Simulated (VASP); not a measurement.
Wanted: the native input for a VASP 6.6.1 run.

| Property | Result |
| --- | --- |
| Task | single point |
| Functional | r2SCAN |
| Potentials or basis | VASP PAW PBE potentials, release 64 (B_h, N_h) |
| Cutoff | 910 eV |
| k mesh | 12 × 12 × 12 |
| Occupations | gaussian, width 0.01 eV |
| Spin | no spin polarisation |
| Dipole correction | no |
| Second run | hard_potentials |
| Further INCAR settings | ALGO = Normal; EDIFF = 1e-06; NBANDS = 11 |

Crystal: BN.

```
B N
1.0
     0.00000    1.80483    1.80483
     1.85265    0.00000    1.80483
     1.85265    1.80483    0.00000
B N
1 1
Direct
  0.00000 0.00000 0.00000
  0.25000 0.25000 0.25000
```

This cell differs from its parent crystal: uniaxial x strain +2.6%.

The input as run:

POSCAR

```
BN
1.0
    0.0000000000      1.8048254535      1.8048254535
    1.8526533280      0.0000000000      1.8048254535
    1.8526533280      1.8048254535      0.0000000000
B N
1 1
Direct
    0.0000000000      0.0000000000      0.0000000000
    0.2500000000      0.2500000000      0.2500000000
```

INCAR.step1

```
ALGO = Normal
EDIFF = 1E-5
ENCUT = 910
GGA = PE
GGA_COMPAT = False
ISMEAR = 0
LASPH = True
LCHARG = False
LREAL = False
LWAVE = True
NBANDS = 11
NELM = 120
PREC = Accurate
SIGMA = 0.01
```

INCAR.step2

```
ALGO = Normal
EDIFF = 1E-6
ENCUT = 910
GGA_COMPAT = False
ISIF = 2
ISMEAR = 0
ISTART = 1
LASPH = True
LCHARG = True
LELF = True
LMIXTAU = True
LREAL = False
LVHAR = True
LWAVE = False
METAGGA = R2SCAN
NBANDS = 11
NELM = 120
PREC = Accurate
SIGMA = 0.01
```

KPOINTS

```
k-points
0
Gamma
  12 12 12
```

Potentials or basis: VASP PAW PBE potentials, release 64 (B_h, N_h).

Command:

```console
$ cat potpaw_PBE.64/B_h/POTCAR potpaw_PBE.64/N_h/POTCAR > POTCAR
$ cp INCAR.step1 INCAR
$ mpirun -np 1 vasp_std > vasp.out
$ cp INCAR.step2 INCAR
$ mpirun -np 1 vasp_std > vasp.out
```

Results of the run:

```yaml
Pressure: -10.3 GPa
Band_gap_on_the_k_mesh: 4.73 eV, indirect (least direct gap 9.29 eV)
```

Caveat: the cell differs from its parent crystal (uniaxial x strain +2.6%); the cutoff is under 1.25 times the usual one of these potentials, so pressure, stress and relaxed cells hold a basis-set (Pulay) error; the PAW data sets were made with another functional, which shifts forces and pressure a little.

Wall time 2.9 min on 1 thread of Intel(R) Xeon(R) Platinum 8488C (Sapphire Rapids) (shared host), peak memory 0.19 GiB.
